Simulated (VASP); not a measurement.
AlRh: single point with LDA

Slab: AlRh, a slab with vacuum.

```
CELL_PARAMETERS angstrom
4.21057 0.00000 0.00000
0.00000 2.97732 0.00000
0.00000 0.00000 22.52642
ATOMIC_POSITIONS crystal
Al 0.00000 0.00000 0.26635
Al 0.50000 0.00000 0.35981
Al 0.00000 0.00000 0.45327
Al 0.50000 0.00000 0.54673
Al 0.00000 0.00000 0.64019
Al 0.50000 0.00000 0.73365
Rh 0.50000 0.50000 0.26635
Rh 0.00000 0.50000 0.35981
Rh 0.50000 0.50000 0.45327
Rh 0.00000 0.50000 0.54673
Rh 0.50000 0.50000 0.64019
Rh 0.00000 0.50000 0.73365
```

* Program: VASP 6.6.1
* Task: single point
* Functional: LDA
* Potentials or basis: VASP PAW LDA potentials, release 64 (Al, Rh_pv)
* Cutoff: 520 eV
* k mesh: 4 × 6 × 1
* Occupations: fermi-dirac, width 0.1 eV
* Spin: no spin polarisation

```
Largest force          : 1.161 eV/Å
Band gap on the k mesh : zero (band 54 reaches 4.79 eV, above the bottom of band 55 at 3.23 eV)
```

Forces in eV/Å, atoms in the order of the input:
```
Al   0.000  0.000 -0.466
Al   0.000  0.000 -0.680
Al   0.000  0.000 -0.072
Al   0.000  0.000  0.072
Al   0.000  0.000  0.680
Al   0.000  0.000  0.466
Rh   0.000  0.000  1.161
Rh   0.000  0.000  0.486
Rh   0.000  0.000 -0.015
Rh   0.000  0.000  0.015
Rh   0.000  0.000 -0.486
Rh   0.000  0.000 -1.161
```

Levels at points of the mesh, in eV from the Fermi level:
```csv
k point,band 52,band 53,band 54,band 55,band 56,band 57
"(0.00, 0.00, 0.00)",-1.05,-1.02,-1.01,-0.81,-0.64,0.44
"(0.50, 0.00, 0.00)",-1.24,-0.89,-0.89,-0.11,-0.11,0.72
"(0.00, 0.50, 0.00)",-0.31,0.45,0.59,0.89,0.94,1.27
"(0.50, 0.50, 0.00)",-0.94,-0.23,-0.23,-0.11,-0.11,0.34
```

Wall time 2.9 min on 1 thread of Intel(R) Xeon(R) 6975P-C (Granite Rapids), with other jobs on the host, peak memory 0.37 GiB.

Caveat: the k points lie up to 0.37 Å⁻¹ apart.
